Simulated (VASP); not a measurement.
# Mg (P6_422) in VASP: a series of runs

The runs below take Mg through single point, relaxation of cell and atoms, with PBE.

All numbers are computed with VASP 6.6.1; they aren't measurements. Logs are shortened: lines on timing, memory, paths and dates and some standing lists are left out, and cuts for length are marked.

**1. The cell of the first run**

The structure is hexagonal, space group P6_422 (No. 181). Conventional cell: a = 5.657 Å, b = 5.657 Å, c = 3.082 Å, α = 90.00°, β = 90.00°, γ = 120.00°. Mg (site symmetry 222) has 10 Mg at 3.01 to 3.50 Å within 4.0 Å.

The cell was generated, and may not be a known phase.

**2. Single point, PBE**

File INCAR:

```
SYSTEM = Mg
PREC = Accurate ; ENCUT = 520
EDIFF = 1E-6 ; ISMEAR = 0
SIGMA = 0.1 ; LREAL = .FALSE.
LASPH = .TRUE. ; NELM = 80
ALGO = Normal ; ISIF = 2
LWAVE = .FALSE. ; LCHARG = .TRUE.
GGA = PE ; LELF = .TRUE.
LVHAR = .TRUE. ; NBANDS = 10
```

File KPOINTS:

```
Automatic mesh
0
G
  12 12 10
  0 0 0
```

File POSCAR:

```
Mg
1.0
    5.6574447761     -0.0000000036      0.0000000000
   -2.8287223849      4.8994908984      0.0000000000
    0.0000000000      0.0000000000      3.0820676219
Mg
3
Direct
    0.0000000000      0.5000000000      0.3333333333
    0.5000000000      0.5000000000      0.6666666667
    0.5000000000      0.0000000000      0.0000000000
```

Potentials or basis: VASP PAW PBE potentials, release 64 (Mg).

Run with:

```
$ cat potpaw_PBE.64/Mg/POTCAR > POTCAR
$ mpirun -np 1 vasp_std > vasp.out
```

OUTCAR:

```text
SYSTEM = Mg
   PREC = Accurate
   ENCUT = 520
   EDIFF = 1E-6
   ISMEAR = 0
   LREAL = .FALSE.
   LASPH = .TRUE.
   NELM = 80
   ISIF = 2
   GGA = PE

 ion  position               nearest neighbor table
   1  0.000  0.500  0.333-   3 3.01   3 3.01   2 3.01   2 3.01   2 3.50   2 3.50   3 3.50   3 3.50

   2  0.500  0.500  0.667-   3 3.01   3 3.01   1 3.01   1 3.01   1 3.50   1 3.50   3 3.50   3 3.50

   3  0.500  0.000  0.000-   2 3.01   2 3.01   1 3.01   1 3.01   2 3.50   2 3.50   1 3.50   1 3.50

  LATTYP: Found a hexagonal cell.
 ALAT       =     5.6574447761
 C/A-ratio  =     0.5447808585

  Lattice vectors:

 A1 = (   5.6574447761,  -0.0000000036,   0.0000000000)
 A2 = (  -2.8287223849,   4.8994908984,   0.0000000000)
 A3 = (   0.0000000000,   0.0000000000,   3.0820676219)

Analysis of symmetry for initial positions (statically):
=====================================================================
 Subroutine PRICEL returns:
 Original cell was already a primitive cell.

 Routine SETGRP: Setting up the symmetry group for a
 hexagonal supercell.

 Subroutine GETGRP returns: Found 12 space group operations
 (whereof  4 operations were pure point group operations)
 out of a pool of 24 trial point group operations.

The static configuration has the point symmetry D_2 .
 The point group associated with its full space group is D_6 .

Analysis of symmetry for dynamics (positions and initial velocities):
=====================================================================
 Subroutine PRICEL returns:
 Original cell was already a primitive cell.

 Routine SETGRP: Setting up the symmetry group for a
 hexagonal supercell.

 Subroutine GETGRP returns: Found 12 space group operations
 (whereof  4 operations were pure point group operations)
 out of a pool of 24 trial point group operations.

The dynamic configuration has the point symmetry D_2 .
 The point group associated with its full space group is D_6 .

 Subroutine INISYM returns: Found 12 space group operations
 (whereof  4 operations are pure point group operations),
 and found     1 'primitive' translations

----------------------------------------------------------------------------------------

                                     Primitive cell

  volume of cell :      85.4306

  direct lattice vectors                    reciprocal lattice vectors
     5.657444776 -0.000000004  0.000000000     0.176758243  0.102051419  0.000000000
    -2.828722385  4.899490898  0.000000000     0.000000000  0.204102839  0.000000000
     0.000000000  0.000000000  3.082067622     0.000000000  0.000000000  0.324457514

  length of vectors
     5.657444776  5.657444776  3.082067622     0.204102839  0.204102839  0.324457514

  position of ions in fractional coordinates (direct lattice)
     0.000000000  0.500000000  0.333333333
     0.500000000  0.500000000  0.666666667
     0.500000000  0.000000000  0.000000000

  ion indices of the primitive-cell ions
   primitive index   ion index
                 1           1
                 2           2
                 3           3

----------------------------------------------------------------------------------------

 KPOINTS: Automatic mesh

Automatic generation of k-mesh.
 Grid dimensions read from file:
 generate k-points for:   12   12   10

 Generating k-lattice:

  Cartesian coordinates                     Fractional coordinates (reciprocal lattice)
     0.014729854  0.008504285  0.000000000     0.083333333  0.000000000  0.000000000
     0.000000000  0.017008570  0.000000000     0.000000000  0.083333333  0.000000000
     0.000000000  0.000000000  0.032445751     0.000000000  0.000000000  0.100000000

  Length of vectors
     0.017008570  0.017008570  0.032445751

  Shift w.r.t. Gamma in fractional coordinates (k-lattice)
     0.000000000  0.000000000  0.000000000

 Subroutine IBZKPT returns following result:
 ===========================================

 Found    114 irreducible k-points:

 Following reciprocal coordinates:
            Coordinates               Weight
  0.000000  0.000000  0.000000      1.000000
  0.083333 -0.000000  0.000000      6.000000
  0.166667  0.000000  0.000000      6.000000
  0.250000  0.000000  0.000000      6.000000
  0.333333  0.000000  0.000000      6.000000
  0.416667  0.000000  0.000000      6.000000
[... 16 lines left out ...]
  0.250000  0.000000  0.100000     12.000000
  0.333333  0.000000  0.100000     12.000000
 [... further k-points ...]
   k-points           NKPTS =    114   k-points in BZ     NKDIM =    114   number of bands    NBANDS=     10
   number of dos      NEDOS =    301   number of ions     NIONS =      3
   total plane-waves  NPLWV =  42336
   dimension x,y,z NGX =    42 NGY =   42 NGZ =   24
   dimension x,y,z NGXF=    84 NGYF=   84 NGZF=   48
   ions per type =               3
   NGX,Y,Z   is equivalent  to a cutoff of  12.34, 12.34, 12.95 a.u.
   NGXF,Y,Z  is equivalent  to a cutoff of  24.68, 24.68, 25.89 a.u.
 SYSTEM =  Mg
   PREC   = accura    normal or accurate (medium, high low for compatibility)
   ISTART =      0    job   : 0-new  1-cont  2-samecut
   ICHARG =      2    charge: 1-file 2-atom 10-const
   ISPIN  =      1    spin polarized calculation?
   LNONCOLLINEAR =      F non collinear calculations
   LSORBIT =      F    spin-orbit coupling
   LASPH  =      T    aspherical Exc in radial PAW
   ENCUT  =  520.0 eV  38.22 Ry    6.18 a.u.  10.52 10.52  5.73*2*pi/ulx,y,z
   NELM   =     80;   NELMIN=  2; NELMDL= -5     # of ELM steps
   EDIFF  = 0.1E-05   stopping-criterion for ELM
   LREAL  =      F    real-space projection
   EDIFFG = 0.1E-04   stopping-criterion for IOM
   NSW    =      0    number of steps for IOM
   IBRION =     -1    ionic relax: 0-MD 1-quasi-New 2-CG
   NFREE  =      0    steps in history (QN), initial steepest desc. (CG)
   ISIF   =      2    stress and relaxation
   ISYM   =      2    0-nonsym 1-usesym 2-fastsym
   POTIM  = 0.5000    time-step for ionic-motion
   TEBEG  =    0.0;   TEEND  =   0.0 temperature during run
   PSTRESS=    0.0 pullay stress
   NELECT =       6.0000    total number of electrons
   NUPDOWN=      -1.0000    fix difference up-down
   EMIN   =  10.00;   EMAX   =-10.00  energy-range for DOS
   EFERMI =   0.00;   METHOD = LEGACY
   ISMEAR =     0;   SIGMA  =   0.10  broadening in eV -4-tet -1-fermi 0-gaus
   EFERMI_NEDOS =   21; number of points for ismear=-14 and -15
   IALGO  =     38    algorithm
   IMIX   =      4    mixing-type and parameters
     AMIX     =   0.40;   BMIX     =  1.00
     AMIX_MAG =   1.60;   BMIX_MAG =  1.00
  volume/ion in A,a.u.               =      28.48       192.17
  Fermi-wavevector in a.u.,A,eV,Ry     =   0.675441  1.276398  6.207258  0.456221
  Thomas-Fermi vector in A             =   1.752458
   LORBIT       =      0    0 simple, 1 ext, 2 COOP (PROOUT), +10 PAW based schemes
   GGA     = PE    functional components
   LHFCALC =     F    Hartree Fock is set to
   AEXX    =    0.0000 exact exchange contribution
   IVDW    =     0    specifies the selected vdW correction
   LEPSILON=     F    determine dielectric tensor
   LRPA    =     F    only Hartree local field effects (RPA)
 non-spin polarized calculation
 Gauss-broadening in eV      SIGMA  =   0.10
  energy-cutoff  :      520.00
  volume of cell :       85.43
 maximum number of plane-waves:      2352
   NGX = 21   NGY = 21   NGZ = 11

 number of electron       6.0000000 magnetization

 Free energy of the ion-electron system (eV)
  ---------------------------------------------------
  ext. energy  EPLUGINS =         0.00000000
  ---------------------------------------------------
  free energy    TOTEN  =        -3.64583735 eV

  energy without entropy =       -3.63658332  energy(sigma->0) =       -3.64121033

 E-fermi :   1.4300     XC(G=0):  -7.6926

 val. band max:        1.4244050429   @ k =   0.0000   0.0000   0.1000
 cond. band min:       1.4322036999   @ k =   0.2500   0.2500   0.5000
 fundamental gap:      0.0077986570
 Fermi energy:         1.4299654398

 k-point     1 :       0.0000    0.0000    0.0000
  band No.  band energies     occupation
      1      -4.7723      2.00000
      2       0.0222      2.00000
      3       1.2766      1.96996
      4       1.2766      1.96996
      5       1.8979      0.00000
      6       1.8979      0.00000
      7       3.8756      0.00000
      8       9.9352      0.00000
      9       9.9352      0.00000
     10      12.8967      0.00000

 k-point     2 :       0.0833   -0.0000    0.0000
  band No.  band energies     occupation
      1      -4.7326      2.00000
      2      -0.2752      2.00000
      3       1.0436      2.00000
      4       1.2493      1.98938
      5       2.1089      0.00000
      6       2.2092      0.00000
      7       4.1464      0.00000
      8       9.8770      0.00000
      9       9.9394      0.00000
     10      12.0940      0.00000

 k-point     3 :       0.1667    0.0000    0.0000
  band No.  band energies     occupation
      1      -4.6143      2.00000
      2      -0.8625      2.00000
      3       0.7116      2.00000
      4       1.0487      2.00000
      5       2.6813      0.00000
      6       2.7754      0.00000
      7       4.8333      0.00000
      8       9.5903      0.00000
      9       9.8653      0.00000
     10      11.0552      0.00000
[... 248 lines left out ...]
 k-point    23 :       0.2500    0.0000    0.1000
  band No.  band energies     occupation
      1      -4.2624      2.00000
      2      -1.3418      2.00000
      3       0.5871      2.00000
      4       0.9579      2.00000
      5       3.5404      0.00000
      6       3.5802      0.00000
      7       5.9141      0.00000
      8       7.6026      0.00000
      9       9.3962      0.00000
     10       9.8695      0.00000

 k-point    24 :       0.3333    0.0000    0.1000
  band No.  band energies     occupation
      1      -4.0025      2.00000
      2      -1.9359      2.00000
      3       0.3854      2.00000
      4       0.7668      2.00000
      5       4.3042      0.00000
      6       4.3251      0.00000
      7       6.9842      0.00000
      8       7.5214      0.00000
      9       8.3526      0.00000
     10       9.0929      0.00000

 [... further k-points ...]

------------------------ aborting loop because EDIFF is reached ----------------------------------------

  FORCE on cell =-STRESS in cart. coord.  units (eV):
  Direction    XX          YY          ZZ          XY          YZ          ZX
  --------------------------------------------------------------------------------------
  -------------------------------------------------------------------------------------
  Total       -0.0162223     -0.0162223     -0.0562798     -0.0000000     -0.0000000      0.0000000
  in kB       -0.3042358     -0.3042358     -1.0554795     -0.0000000     -0.0000000      0.0000000
  external PRESSURE =      -0.5546504 kB  Pullay stress =       0.0000000 kB

 VOLUME and BASIS-vectors are now :
 -----------------------------------------------------------------------------
  energy-cutoff  :      520.00
  volume of cell :       85.43
      direct lattice vectors                 reciprocal lattice vectors
     5.657444776 -0.000000004  0.000000000     0.176758243  0.102051419  0.000000000
    -2.828722385  4.899490898  0.000000000     0.000000000  0.204102839  0.000000000
     0.000000000  0.000000000  3.082067622     0.000000000  0.000000000  0.324457514

 POSITION                                       TOTAL-FORCE (eV/Angst)
 -----------------------------------------------------------------------------------
     -1.41436      2.44975      1.02736        -0.000000      0.000000      0.000000
      1.41436      2.44975      2.05471         0.000000     -0.000000      0.000000
      2.82872     -0.00000      0.00000        -0.000000      0.000000     -0.000000
 -----------------------------------------------------------------------------------
    total drift:                                0.000000     -0.000000     -0.000000

  FREE ENERGIE OF THE ION-ELECTRON SYSTEM (eV)
  ---------------------------------------------------
  free  energy   TOTEN  =        -3.6458373500 eV

  energy  without entropy=       -3.6365833155  energy(sigma->0) =       -3.64121033
```

It took 51 s on 1 thread of Intel Xeon Platinum 8259CL at 2.50GHz (Skylake/Cascade Lake), shared host; peak memory 0.25 GiB.

What came out:

```yaml
Free_energy: -3.6458 eV
Pressure: -0.1 GPa
Band_gap_on_the_k_mesh: zero (bands 3 and 4 overlap by 3.15 eV)
```

**3. Relaxation of cell and atoms, PBE**

This run uses another cell than the first one, of 29.88 Å³/atom.

File INCAR:

```
SYSTEM = Mg
PREC = Accurate
ENCUT = 600
EDIFF = 1E-6
ISMEAR = 0
SIGMA = 0.1
LREAL = .False.
LASPH = .True.
NELM = 100
ALGO = Normal
ISIF = 3
LWAVE = .False.
LCHARG = .False.
GGA = PE
IBRION = 2
NSW = 100
EDIFFG = -0.01
```

File KPOINTS:

```
regular mesh
0
Gamma
  12 12 10
  0 0 0
```

File POSCAR:

```
Mg
1.0
    4.5553313300      0.0000000000      0.0000000000
   -2.2776656600      3.9450326500      0.0000000000
    0.0000000000      0.0000000000      4.9881612000
Mg
3
Direct
    0.0000000000      0.5000000000      0.3333333300
    0.5000000000      0.5000000000      0.6666666700
    0.5000000000      0.0000000000      0.0000000000
```

Potentials or basis: VASP PAW PBE potentials, release 64 (Mg).

Run with:

```
$ cat potpaw_PBE.64/Mg/POTCAR > POTCAR
$ mpirun -np 1 vasp_std > vasp.out
```

Wall time 7.2 min (1 thread of Intel Xeon Platinum 8259CL at 2.50GHz (Skylake/Cascade Lake), shared host); peak memory 0.28 GiB.

The run converged. Its results:

```yaml
Free_energy: -3.6459 eV
Relaxed_volume: 28.41 Å³/atom
Relaxed_cell: a = 5.657 Å, b = 5.657 Å, c = 3.076 Å, α = 90.00°, β = 90.00°, γ = 120.00°
Space_group_after_relaxing_to_0.1_Å: P6_422 (No. 181)
Energy_gained_by_relaxing: 323.9 meV/atom
Ionic_steps: 19
Pressure_after_relaxing: 0.0 GPa
Band_gap_on_the_k_mesh: zero (bands 3 and 4 overlap by 3.16 eV)
```

Step by step:
```tsv
step	energy change (eV)	largest force (eV/Å)	pressure (GPa)	volume (Å³)
1	0.0000	0.0000	1.76	89.64
2	-0.0338	0.0000	0.78	93.97
3	-0.0435	0.0000	-0.13	99.07
4	-0.0438	0.0000	-0.01	98.29
5	-0.0438	0.0000	0.02	98.11
6	-0.0439	0.0000	0.02	98.12
7	-0.0443	0.0000	0.02	98.13
8	-0.0457	0.0000	0.02	98.16
9	-0.0499	0.0000	0.02	98.19
10	-0.0634	0.0000	0.04	98.18
11	-0.1263	0.0000	-0.05	97.89
12	-0.3394	0.0000	-0.50	96.16
13	-0.9561	0.0000	-0.75	87.59
14	-0.7237	0.0000	3.20	81.05
15	-0.9664	0.0000	-0.53	86.92
16	-0.9707	0.0000	-0.29	86.29
17	-0.9702	0.0000	-0.06	85.74
18	-0.9694	0.0000	0.12	84.58
19	-0.9716	0.0000	0.01	85.24
```

Final structure:
```cif
data_structure
_symmetry_space_group_name_H-M 'P 1'
_symmetry_Int_Tables_number 1
_cell_length_a 5.6570
_cell_length_b 5.6570
_cell_length_c 3.0755
_cell_angle_alpha 90.000
_cell_angle_beta 90.000
_cell_angle_gamma 120.000
_cell_volume 85.24
loop_
_atom_site_label
_atom_site_type_symbol
_atom_site_fract_x
_atom_site_fract_y
_atom_site_fract_z
_atom_site_occupancy
Mg1 Mg 0.00000 0.50000 0.33333 1
Mg2 Mg 0.50000 0.50000 0.66667 1
Mg3 Mg 0.50000 0.00000 0.00000 1
```

Levels at points of the mesh, in eV from the Fermi level:
```tsv
k point	band 1	band 2	band 3	band 4	band 5	band 6	band 7
(0.00, 0.00, 0.00)	-6.21	-1.42	-0.16	-0.16	0.46	0.46	2.44
(0.50, 0.00, 0.00)	-5.13	-4.28	-1.37	-0.98	3.99	4.05	5.10
(0.00, 0.00, 0.50)	-2.31	-2.31	2.18	2.18	2.56	3.76	3.79
(0.50, 0.00, 0.50)	-1.41	-1.13	-0.72	-0.17	2.10	2.57	2.93
```

Caveat: a cell axis changed by over 15 % at a fixed basis, so the end point is rough.
